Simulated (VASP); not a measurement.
# AlRu: single point with PBEsol

Crystal: AlRu.

```
CELL_PARAMETERS angstrom
2.99160 0.00000 0.00000
0.00000 2.99160 0.00000
0.00000 0.00000 2.99160
ATOMIC_POSITIONS crystal
Al 0.85818 0.85818 0.00000
Ru 0.50000 0.50000 0.50000
```

This cell differs from its parent crystal: atom 1 (Al) moved by (-0.600, +0.000) A along [1 1 0] and z.

- Program: VASP 6.6.1
- Task: single point
- Functional: PBEsol
- Potentials or basis: VASP PAW PBE potentials, release 64 (Al, Ru_pv)
- Cutoff: 520 eV
- k mesh: 16 × 16 × 16
- Occupations: gaussian, width 0.15 eV
- Spin: no spin polarisation
- Dipole correction: no
- Further INCAR settings: ALGO = Fast; EDIFF = 1e-06; NBANDS = 16

```
Pressure               : 26.3 GPa
Largest force          : 6.910 eV/Å
Band gap on the k mesh : zero (an odd number of electrons rules out a gap without spin polarisation)
```

Forces on the atoms (eV/Å):
```
Al   4.886  4.886  0.000
Ru  -4.886 -4.886  0.000
```

Stress tensor (GPa, compression positive):
```
17.78 25.68  0.00
25.68 17.78  0.00
 0.00  0.00 43.43
```

Levels at points of the mesh, in eV from the Fermi level:
```tsv
k point	band 6	band 7	band 8	band 9	band 10	band 11	band 12	band 13
(0.00, 0.00, 0.00)	-3.71	-0.41	0.23	0.34	6.29	6.66	7.39	11.50
(0.50, 0.00, 0.00)	-3.20	-1.82	-1.36	0.19	2.43	8.18	10.95	11.23
(0.00, 0.00, 0.50)	-3.01	-1.75	-1.64	0.41	2.10	7.64	10.46	12.39
(0.50, 0.50, 0.00)	-1.69	-1.21	-1.13	-0.35	1.52	5.22	6.25	11.52
(0.00, 0.50, 0.50)	-1.81	-1.46	-0.53	-0.09	1.43	5.29	5.68	12.26
(0.50, 0.50, 0.50)	-4.26	1.50	1.61	2.19	4.17	4.29	4.39	8.83
```

It took 2.1 min on 1 thread of AMD EPYC 9R45 96-Core Processor (Zen 5), on a shared host, peak memory 0.33 GiB.

Caveat: the cell differs from its parent crystal (atom 1 (Al) moved by (-0.600, +0.000) A along [1 1 0] and z); the stress differs along the axes, from 18 to 43 GPa; the PAW data sets were made with another functional, which shifts forces and pressure a little.
